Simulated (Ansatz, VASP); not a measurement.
## Two plane-wave programs on EuS

INCAR

```
  PREC = Accurate
  ENCUT = 600
  EDIFF = 1E-6
  ISMEAR = 0
  SIGMA = 0.05
  LREAL = F
  LASPH = T
  NELM = 200
  ALGO = Normal
  ISIF = 2
  LWAVE = F
  LCHARG = F
  ISPIN = 2
  MAGMOM = 7 0
  LORBIT = 11
  LMAXMIX = 6
  LDAU = T
  LDAUTYPE = 2
  LDAUL = 3 -1
  LDAUU = 5 0
  LDAUJ = 0 0
  LDAUPRINT = 1
  GGA = PE
  NBANDS = 22
  GGA_COMPAT = F
```

Contents of KPOINTS:

```
Automatic mesh
0
Gamma
  8 8 8
```

The input POSCAR:

```
EuS
1.0
    0.0000000000      2.9785018670      2.9785018670
    2.9785018670      0.0000000000      2.9785018670
    2.9785018670      2.9785018670      0.0000000000
Eu S
1 1
Direct
    0.5000000000      0.5000000000      0.5000000000
    0.0000000000      0.0000000000      0.0000000000
```

Input for Ansatz:

```yaml
crystal:
  lattice:
    - [0.0, 2.978501867, 2.978501867]
    - [2.978501867, 0.0, 2.978501867]
    - [2.978501867, 2.978501867, 0.0]
  atoms:
    - { symbol: Eu, position: [0.5, 0.5, 0.5], spin: 7.0 }
    - { symbol: S, position: [0.0, 0.0, 0.0] }
basis:
  ecutwfc: 420
  ecutrho_ratio: 4
kpoints:
  mp_grid: { grid: [8, 8, 8] }
hamiltonian:
  xc: pbe
  hubbard: { sites: [{ species: Eu, l: f, u_eff: 5.0 }] }
scf:
  occupations: { method: gaussian, width: 0.05 }
  lower_state_search: "off"
output:
  forces: true
  stress: true
  eigenvalues: true
  populations: true
  hubbard: { sites: [{ species: Eu, l: f }] }
magnetization:
  spin_polarized: true
checkpoint:
  read: start.run
  write: ck
  compress: false
  write_wavefunctions: false
  write_every: 100000
```

Alike in both runs: task single point; functional PBE; k mesh 8 × 8 × 8; occupations gaussian, width 0.05 eV; collinear spin; Hubbard terms Eu f U = 5.0 eV.

```csv
,VASP,Ansatz
version,VASP 6.6.1,Ansatz 0.2.0
potentials or method,"VASP PAW PBE potentials, release 64 (Eu, S), cutoff 600 eV","scalar-relativistic, plane waves, PAW"
valence electrons in the cell,23,23
```

Ansatz gave:

| Property | Result |
| --- | --- |
| gap on the k mesh at the Fermi level (eV) | 0.46 |
| least direct gap on the mesh (eV) | 0.81 |
| pressure (GPa) | 0.5 |
| net moment per atom (μB) | 3.50 |
| size of the moment on the site where the two differ most (μB) | 6.86 |

Question: What did VASP give for the same quantities?

Answer: gap on the k mesh at the Fermi level (eV): 0.15; least direct gap on the mesh (eV): 0.38; pressure (GPa): 0.6; net moment per atom (μB): 3.50; size of the moment on the site where the two differ most (μB): 6.71.

Site moments also hang on the region over which each program counts them. The programs project onto different local orbitals, so the same U acts differently, and such runs can settle in different states. Ansatz's warnings: stability check not made.

Spin-orbit coupling is off throughout.
